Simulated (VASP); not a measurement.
# BP (I-4m2) in VASP: notebook, part 2 of 2

VASP 6.6.1.

### Step 3. Single point, PBE

This run uses another cell than the first one, of the same volume but with other edges.

The input, INCAR:

```
  ALGO = Normal
  EDIFF = 1E-6
  ENCUT = 520
  GGA = PE
  ISIF = 2
  ISMEAR = 0
  LASPH = True
  LCHARG = False
  LREAL = False
  LWAVE = False
  NBANDS = 11
  NELM = 60
  PREC = Accurate
  SIGMA = 0.05
```

The input, KPOINTS:

```
k-points
0
Gamma
  12 12 12
```

The input, POSCAR:

```
BP
1.0
    0.0000000000      1.9821540745      2.9732311117
    1.9821540745      0.0000000000      2.9732311117
    1.9821540745      1.9821540745      0.0000000000
B P
1 1
Direct
    0.0000000000      0.0000000000      0.0000000000
    0.7500000000      0.7500000000      0.7500000000
```

Potentials or basis: VASP PAW PBE potentials, release 64 (B, P).

Command:

```sh
> cat potpaw_PBE.64/B/POTCAR potpaw_PBE.64/P/POTCAR > POTCAR
> mpirun -np 1 vasp_std > vasp.out
```

OUTCAR:

```text
EDIFF = 1E-6
   ENCUT = 520
   GGA = PE
   ISIF = 2
   ISMEAR = 0
   LASPH = True
   LREAL = False
   NELM = 60
   PREC = Accurate

 ion  position               nearest neighbor table
   1  0.000  0.000  0.000-   2 2.04   2 2.04   2 2.04   2 2.04
   2  0.750  0.750  0.750-   1 2.04   1 2.04   1 2.04   1 2.04

  LATTYP: Found a body centered tetragonal cell.
 ALAT       =     2.8031891749
 C/A-ratio  =     2.1213203435

  Lattice vectors:

 A1 = (  -1.9821540745,   0.0000000000,   2.9732311117)
 A2 = (   1.9821540745,   0.0000000000,   2.9732311117)
 A3 = (   0.0000000000,   1.9821540745,  -2.9732311117)

Analysis of symmetry for initial positions (statically):
=====================================================================
 Subroutine PRICEL returns:
 Original cell was already a primitive cell.

 Routine SETGRP: Setting up the symmetry group for a
 body centered tetragonal supercell.

 Subroutine GETGRP returns: Found  8 space group operations
 (whereof  8 operations were pure point group operations)
 out of a pool of 16 trial point group operations.

The static configuration has the point symmetry D_2d.

Analysis of symmetry for dynamics (positions and initial velocities):
=====================================================================
 Subroutine PRICEL returns:
 Original cell was already a primitive cell.

 Routine SETGRP: Setting up the symmetry group for a
 body centered tetragonal supercell.

 Subroutine GETGRP returns: Found  8 space group operations
 (whereof  8 operations were pure point group operations)
 out of a pool of 16 trial point group operations.

The dynamic configuration has the point symmetry D_2d.

 Subroutine INISYM returns: Found  8 space group operations
 (whereof  8 operations are pure point group operations),
 and found     1 'primitive' translations

----------------------------------------------------------------------------------------

                                     Primitive cell

  volume of cell :      23.3633

  direct lattice vectors                    reciprocal lattice vectors
     0.000000000  1.982154074  2.973231112    -0.252250825  0.252250825  0.168167216
     1.982154074  0.000000000  2.973231112     0.252250825 -0.252250825  0.168167216
     1.982154074  1.982154074  0.000000000     0.252250825  0.252250825 -0.168167216

  length of vectors
     3.573379076  3.573379076  2.803189175     0.394387081  0.394387081  0.394387081

  position of ions in fractional coordinates (direct lattice)
     0.000000000  0.000000000  0.000000000
     0.750000000  0.750000000  0.750000000

  ion indices of the primitive-cell ions
   primitive index   ion index
                 1           1
                 2           2

----------------------------------------------------------------------------------------

 KPOINTS: k-points

Automatic generation of k-mesh.
 Grid dimensions read from file:
 generate k-points for:   12   12   12

 Generating k-lattice:

  Cartesian coordinates                     Fractional coordinates (reciprocal lattice)
    -0.021020902  0.021020902  0.014013935     0.083333333  0.000000000  0.000000000
     0.021020902 -0.021020902  0.014013935     0.000000000  0.083333333  0.000000000
     0.021020902  0.021020902 -0.014013935    -0.000000000 -0.000000000  0.083333333

  Length of vectors
     0.032865590  0.032865590  0.032865590

  Shift w.r.t. Gamma in fractional coordinates (k-lattice)
     0.000000000  0.000000000  0.000000000

 Subroutine IBZKPT returns following result:
 ===========================================

 Found    163 irreducible k-points:

 Following reciprocal coordinates:
            Coordinates               Weight
  0.000000  0.000000  0.000000      1.000000
  0.083333 -0.000000  0.000000      8.000000
  0.166667 -0.000000  0.000000      8.000000
  0.250000 -0.000000  0.000000      8.000000
  0.333333 -0.000000  0.000000      8.000000
  0.416667  0.000000  0.000000      8.000000
[... 16 lines left out ...]
  0.500000  0.166667  0.000000      8.000000
 -0.416667  0.166667  0.000000      8.000000
 [... further k-points ...]
   k-points           NKPTS =    163   k-points in BZ     NKDIM =    163   number of bands    NBANDS=     11
   number of dos      NEDOS =    301   number of ions     NIONS =      2
   total plane-waves  NPLWV =  18816
   dimension x,y,z NGX =    28 NGY =   28 NGZ =   24
   dimension x,y,z NGXF=    56 NGYF=   56 NGZF=   48
   ions per type =               1   1
   NGX,Y,Z   is equivalent  to a cutoff of  13.03, 13.03, 14.23 a.u.
   NGXF,Y,Z  is equivalent  to a cutoff of  26.05, 26.05, 28.47 a.u.
 SYSTEM =  unknown system
   PREC   = accura    normal or accurate (medium, high low for compatibility)
   ISTART =      0    job   : 0-new  1-cont  2-samecut
   ICHARG =      2    charge: 1-file 2-atom 10-const
   ISPIN  =      1    spin polarized calculation?
   LNONCOLLINEAR =      F non collinear calculations
   LSORBIT =      F    spin-orbit coupling
   LASPH  =      T    aspherical Exc in radial PAW
   ENCUT  =  520.0 eV  38.22 Ry    6.18 a.u.   6.64  6.64  5.21*2*pi/ulx,y,z
   NELM   =     60;   NELMIN=  2; NELMDL= -5     # of ELM steps
   EDIFF  = 0.1E-05   stopping-criterion for ELM
   LREAL  =      F    real-space projection
   EDIFFG = 0.1E-04   stopping-criterion for IOM
   NSW    =      0    number of steps for IOM
   IBRION =     -1    ionic relax: 0-MD 1-quasi-New 2-CG
   NFREE  =      0    steps in history (QN), initial steepest desc. (CG)
   ISIF   =      2    stress and relaxation
   ISYM   =      2    0-nonsym 1-usesym 2-fastsym
   POTIM  = 0.5000    time-step for ionic-motion
   TEBEG  =    0.0;   TEEND  =   0.0 temperature during run
   PSTRESS=    0.0 pullay stress
   NELECT =       8.0000    total number of electrons
   NUPDOWN=      -1.0000    fix difference up-down
   EMIN   =  10.00;   EMAX   =-10.00  energy-range for DOS
   EFERMI =   0.00;   METHOD = LEGACY
   ISMEAR =     0;   SIGMA  =   0.05  broadening in eV -4-tet -1-fermi 0-gaus
   EFERMI_NEDOS =   21; number of points for ismear=-14 and -15
   IALGO  =     38    algorithm
   IMIX   =      4    mixing-type and parameters
     AMIX     =   0.40;   BMIX     =  1.00
     AMIX_MAG =   1.60;   BMIX_MAG =  1.00
  volume/ion in A,a.u.               =      11.68        78.83
  Fermi-wavevector in a.u.,A,eV,Ry     =   1.145320  2.164342 17.847562  1.311759
  Thomas-Fermi vector in A             =   2.282009
   LORBIT       =      0    0 simple, 1 ext, 2 COOP (PROOUT), +10 PAW based schemes
   GGA     = PE    functional components
   LHFCALC =     F    Hartree Fock is set to
   AEXX    =    0.0000 exact exchange contribution
   IVDW    =     0    specifies the selected vdW correction
   LEPSILON=     F    determine dielectric tensor
   LRPA    =     F    only Hartree local field effects (RPA)
 non-spin polarized calculation
 Gauss-broadening in eV      SIGMA  =   0.05
  energy-cutoff  :      520.00
  volume of cell :       23.36
 maximum number of plane-waves:       647
   NGX = 13   NGY = 13   NGZ = 11

 number of electron       7.9999999 magnetization

 Free energy of the ion-electron system (eV)
  ---------------------------------------------------
  ext. energy  EPLUGINS =         0.00000000
  ---------------------------------------------------
  free energy    TOTEN  =       -10.62951355 eV

  energy without entropy =      -10.62859111  energy(sigma->0) =      -10.62905233

 E-fermi :   8.3062     XC(G=0): -11.1248

 val. band max:        8.2705403254   @ k =  -0.3333   0.1667   0.0833
 cond. band min:       8.3207024242   @ k =  -0.3333   0.0000   0.0833
 fundamental gap:      0.0501620989
 Fermi energy:         8.3061993368

 k-point     1 :       0.0000    0.0000    0.0000
  band No.  band energies     occupation
      1      -7.9992      2.00000
      2       3.8045      2.00000
      3       9.3549      0.00000
      4       9.6746      0.00000
      5       9.6746      0.00000
      6      11.2905      0.00000
      7      11.2905      0.00000
      8      12.7344      0.00000
      9      17.8407      0.00000
     10      18.6406      0.00000
     11      19.9738      0.00000
[... 309 lines left out ...]
 k-point    24 :      -0.4167    0.1667    0.0000
  band No.  band energies     occupation
      1      -4.1735      2.00000
      2      -1.0960      2.00000
      3       1.4071      2.00000
      4       8.8619      0.00000
      5       9.3672      0.00000
      6      14.6871      0.00000
      7      15.3036      0.00000
      8      16.2252      0.00000
      9      20.8965      0.00000
     10      20.9245      0.00000
     11      22.0308      0.00000

 [... further k-points ...]
[... 5 lines left out ...]
  --------------------------------------------------------------------------------------
  -------------------------------------------------------------------------------------
  Total        3.1038500      3.1038500     -7.7462517      0.0000000     -0.0000000      0.0000000
  in kB      212.8520456    212.8520456   -531.2130116      0.0000000     -0.0000000      0.0000000
  external PRESSURE =     -35.1696402 kB  Pullay stress =       0.0000000 kB

 VOLUME and BASIS-vectors are now :
 -----------------------------------------------------------------------------
  energy-cutoff  :      520.00
  volume of cell :       23.36
      direct lattice vectors                 reciprocal lattice vectors
     0.000000000  1.982154074  2.973231112    -0.252250825  0.252250825  0.168167216
     1.982154074  0.000000000  2.973231112     0.252250825 -0.252250825  0.168167216
     1.982154074  1.982154074  0.000000000     0.252250825  0.252250825 -0.168167216

 POSITION                                       TOTAL-FORCE (eV/Angst)
 -----------------------------------------------------------------------------------
      0.00000      0.00000      0.00000        -0.000000     -0.000000      0.000000
      2.97323      2.97323      4.45985         0.000000      0.000000      0.000000
 -----------------------------------------------------------------------------------
    total drift:                               -0.000000     -0.000000      0.000000

  FREE ENERGIE OF THE ION-ELECTRON SYSTEM (eV)
  ---------------------------------------------------
  free  energy   TOTEN  =       -10.6295135550 eV

  energy  without entropy=      -10.6285911131  energy(sigma->0) =      -10.62905233
```

OSZICAR:

```text
N       E                     dE             d eps       ncg     rms          rms(c)
DAV:   1     0.973328815884E+01    0.97333E+01   -0.39793E+03  3586   0.657E+02
DAV:   2    -0.103824787615E+02   -0.20116E+02   -0.19323E+02  4626   0.105E+02
DAV:   3    -0.109649147892E+02   -0.58244E+00   -0.57971E+00  4554   0.156E+01
DAV:   4    -0.109670846389E+02   -0.21698E-02   -0.21695E-02  4180   0.110E+00
DAV:   5    -0.109670951766E+02   -0.10538E-04   -0.10537E-04  4460   0.771E-02    0.641E+00
DAV:   6    -0.106693919844E+02    0.29770E+00   -0.88392E-01  4065   0.367E+00    0.349E+00
DAV:   7    -0.106345258499E+02    0.34866E-01   -0.81618E-02  4492   0.157E+00    0.138E+00
DAV:   8    -0.106294060324E+02    0.51198E-02   -0.11848E-02  4147   0.606E-01    0.144E-01
DAV:   9    -0.106295067884E+02   -0.10076E-03   -0.59587E-04  4216   0.158E-01    0.375E-02
DAV:  10    -0.106295126771E+02   -0.58887E-05   -0.63214E-05  4009   0.488E-02    0.181E-02
DAV:  11    -0.106295135550E+02   -0.87787E-06   -0.13106E-06  3637   0.801E-03
   1 F= -.10629514E+02 E0= -.10629052E+02  d E =-.922442E-03
```

stdout:

```text
POSCAR found type information on POSCAR B P
 POSCAR found :  2 types and       2 ions
 scaLAPACK will be used
 LDA part: xc-table for (Slater+PW92), standard interpolation
 POSCAR, INCAR and KPOINTS ok, starting setup
 FFT: planning ... GRIDC
 FFT: planning ... GRID_SOFT
 FFT: planning ... GRID
 WAVECAR not read
 entering main loop
```

Wall time 20 s (1 thread of AMD EPYC 9R45 (Zen 5), shared host); peak memory 0.14 GiB.

What came out:

| Property | Result |
| --- | --- |
| Free energy | -10.6295 eV |
| Pressure | -3.5 GPa |
| Band gap on the k mesh | zero (band 4 reaches 9.67 eV, above the bottom of band 5 at 7.27 eV) |

### Step 4. Single point, PBE

This run uses another cell than the first one, of the same volume but with other edges.

The input, INCAR:

```
  PREC = Accurate
  ENCUT = 520
  EDIFF = 1E-6
  ISMEAR = 0
  SIGMA = 0.05
  LREAL = False
  LASPH = True
  NELM = 80
  ALGO = Normal
  ISIF = 2
  LWAVE = False
  LCHARG = True
  GGA = PE
  LELF = True
  LVHAR = True
  NBANDS = 11
```

The input, KPOINTS:

```
Automatic mesh
0
Gamma
  12 12 12
```

The input, POSCAR:

```
BP
1.0
    0.0000000000      2.3000860547      2.2080826125
    2.3000860547      0.0000000000      2.2080826125
    2.3000860547      2.3000860547      0.0000000000
B P
1 1
Direct
    0.0000000000      0.0000000000      0.0000000000
    0.7500000000      0.7500000000      0.7500000000
```

Command:

```sh
> cat potpaw_PBE.64/B/POTCAR potpaw_PBE.64/P/POTCAR > POTCAR
> mpirun -np 1 vasp_std > vasp.out
```

It took 18 s on 1 thread of AMD EPYC 9R45 (Zen 5), shared host; peak memory 0.13 GiB.

The run converged. Its results:

```yaml
Free_energy: -12.9098 eV
Pressure: 0.9 GPa
Band_gap_on_the_k_mesh: 0.63 eV, indirect (least direct gap 3.00 eV)
```

Stress tensor (GPa, compression positive):
```
-2.58  0.00  0.00
 0.00 -2.58  0.00
 0.00  0.00  7.76
```

Levels at points of the mesh, in eV from the valence-band top:
```csv
k point,band 1,band 2,band 3,band 4,band 5,band 6,band 7,band 8,band 9
"(0.00, 0.00, 0.00)",-15.72,-0.38,-0.38,0.00,3.00,3.23,3.23,7.10,11.26
"(0.50, 0.00, 0.00)",-12.39,-9.29,-2.26,-1.76,3.35,4.26,4.84,9.89,13.88
"(0.50, 0.50, 0.00)",-10.60,-8.59,-4.64,-4.64,0.78,1.03,11.85,11.85,15.24
"(0.50, 0.00, 0.50)",-10.99,-8.96,-4.26,-4.18,1.24,1.60,11.41,12.22,14.63
```

 A k mesh can miss the band edges.

### Step 5. Overview

| cell | gap on the mesh (eV) | pressure (GPa) |
| --- | --- | --- |
| a = 3.124, b = 3.124, c = 3.704 Å, angles 53.6, 53.6, 72.7°, 2 atoms | none | -6.5 |
| a = 3.573, b = 3.573, c = 2.803 Å, angles 66.9, 66.9, 46.2°, 2 atoms | none | -3.5 |
| a = 3.188, b = 3.188, c = 3.253 Å, angles 59.3, 59.3, 61.3°, 2 atoms | 0.63 | 0.9 |

Alike in all rows: task single point; level PBE; potentials or basis VASP PAW PBE potentials, release 64 (B, P); no spin polarisation; k mesh 12 × 12 × 12; cutoff (eV) 520; smearing gaussian 0.05 eV.

Absolute energies hang on the potentials; compare differences alone.
